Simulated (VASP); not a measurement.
Input of a VASP 6.6.1 run:

Contents of INCAR:

```
PREC = Accurate ; ENCUT = 1340
EDIFF = 1E-6 ; ISMEAR = -1
SIGMA = 0.05 ; LREAL = F
LASPH = T ; NELM = 120
ALGO = Normal ; ISIF = 2
LWAVE = F ; LCHARG = T
GGA = CA ; LELF = T
LVHAR = T ; NBANDS = 28
GGA_COMPAT = F
```

KPOINTS

```
Automatic mesh
0
Gamma
  6 6 6
```

POSCAR

```
BaZrO3
1.0
    4.1346933262      0.0000000000      0.0000000000
    0.0000000000      4.1346933262      0.0000000000
    0.0000000000      0.0000000000      4.1346933262
Ba Zr O
1 1 3
Direct
    0.0000000000      0.0000000000      0.0000000000
    0.5000000000      0.5000000000      0.5000000000
    0.5000000000      0.5000000000      0.0000000000
    0.5000000000      0.0000000000      0.5000000000
    0.0000000000      0.5000000000      0.5000000000
```

Potentials or basis: VASP PAW LDA potentials, release 64 (Ba_sv, Zr_sv, O_h).

Launch:

```bash
$ cat potpaw_LDA.64/Ba_sv/POTCAR potpaw_LDA.64/Zr_sv/POTCAR potpaw_LDA.64/O_h/POTCAR > POTCAR
$ mpirun -np 1 vasp_std > vasp.out
```

**Question.** Predict the pressure.

**Answer.** 3.0 GPa.

**Question.** Predict the band gap on the k mesh.

**Answer.** 3.16 eV (least direct gap 3.32 eV).

Caveat: the cell stands under pressure; spin-orbit coupling is left out, which moves the levels of the heavy elements. As with any semilocal functional, this LDA gap is likely too small.
